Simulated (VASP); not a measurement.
## NaSrHfNbO6: relaxation of cell and atoms with PBE+D3(BJ)

Crystal: NaSrHfNbO6.

```
Na Sr Hf Nb O
1.0
     0.00000    4.08088    4.08088
     4.08088    0.00000    4.08088
     4.08088    4.08088    0.00000
Na Sr Hf Nb O
1 1 1 1 6
Direct
  0.75000 0.75000 0.75000
  0.25000 0.25000 0.25000
  0.00000 0.00000 0.00000
  0.50000 0.50000 0.50000
  0.74629 0.25371 0.25371
  0.25371 0.74629 0.74629
  0.74629 0.74629 0.25371
  0.25371 0.25371 0.74629
  0.25371 0.74629 0.25371
  0.74629 0.25371 0.74629
```

* Program: VASP 6.6.1
* Task: relaxation of cell and atoms
* Functional: PBE
* Dispersion: D3(BJ)
* Potentials or basis: VASP PAW PBE potentials, release 64 (Na_pv, Sr_sv, Hf_pv, Nb_sv, O)
* Cutoff: 600 eV
* k mesh: 6 × 6 × 6
* Occupations: gaussian, width 0.02 eV
* Spin: no spin polarisation
* Dipole correction: no
* Further INCAR settings: ALGO = Normal; EDIFF = 1e-07; IBRION = 2; EDIFFG = -0.02; NSW = 90; ISIF = 3

| Item | Value |
| --- | --- |
| Relaxed volume | 13.17 Å³/atom |
| Relaxed cell | a = 5.710 Å, b = 5.710 Å, c = 5.710 Å, α = 60.00°, β = 60.00°, γ = 60.00° |
| Space group after relaxing (to 0.1 Å) | F-43m (No. 216) |
| Energy gained by relaxing | 8.4 meV/atom |
| Ionic steps | 6 |
| Pressure after relaxing | 0.1 GPa |
| Largest force after relaxing | 0.005 eV/Å |
| Band gap on the k mesh | 2.54 eV |
| Dispersion energy per atom | -0.223 eV |

Forces on the atoms (eV/Å):
```
Na   0.000  0.000  0.000
Sr   0.000  0.000  0.000
Hf   0.000  0.000  0.000
Nb   0.000  0.000  0.000
O   -0.005  0.000  0.000
O    0.005  0.000  0.000
O    0.000  0.000  0.005
O    0.000  0.000 -0.005
O    0.000 -0.005  0.000
O    0.000  0.005  0.000
```

Step by step:
| step | energy change (eV) | largest force (eV/Å) | pressure (GPa) | volume (Å³) |
| --- | --- | --- | --- | --- |
| 1 | 0.0000 | 0.4405 | -5.31 | 135.92 |
| 2 | 0.0366 | 0.7439 | 6.94 | 127.25 |
| 3 | -0.0835 | 0.0445 | -0.16 | 131.85 |
| 4 | -0.0835 | 0.0554 | -0.05 | 131.77 |
| 5 | -0.0835 | 0.0409 | 0.16 | 131.58 |
| 6 | -0.0837 | 0.0053 | 0.06 | 131.67 |

Final structure:
```
CELL_PARAMETERS angstrom
0.00000 4.03788 4.03788
4.03788 0.00000 4.03788
4.03788 4.03788 0.00000
ATOMIC_POSITIONS crystal
Na 0.75000 0.75000 0.75000
Sr 0.25000 0.25000 0.25000
Hf 0.00000 0.00000 0.00000
Nb 0.50000 0.50000 0.50000
O 0.74523 0.25477 0.25477
O 0.25477 0.74523 0.74523
O 0.74523 0.74523 0.25477
O 0.25477 0.25477 0.74523
O 0.25477 0.74523 0.25477
O 0.74523 0.25477 0.74523
```

Levels at points of the mesh, in eV from the valence-band top:
| k point | band 34 | band 35 | band 36 | band 37 | band 38 | band 39 | band 40 | band 41 | band 42 | band 43 |
| --- | --- | --- | --- | --- | --- | --- | --- | --- | --- | --- |
| (0.00, 0.00, 0.00) | -0.55 | -0.55 | 0.00 | 0.00 | 0.00 | 2.54 | 2.54 | 2.54 | 4.72 | 6.39 |
| (0.50, 0.00, 0.00) | -1.05 | -0.73 | -0.69 | -0.69 | -0.42 | 3.77 | 3.94 | 3.94 | 5.83 | 5.83 |
| (0.50, 0.50, 0.00) | -1.61 | -1.23 | -0.70 | -0.70 | -0.04 | 2.71 | 4.43 | 4.43 | 6.45 | 6.45 |

It took 7.1 min on 1 thread of Intel(R) Xeon(R) Platinum 8559C (Emerald Rapids), with other jobs on the host, peak memory 0.47 GiB.

Caveat: spin-orbit coupling is left out, which moves the levels of the heavy elements. A k mesh can miss the band edges.
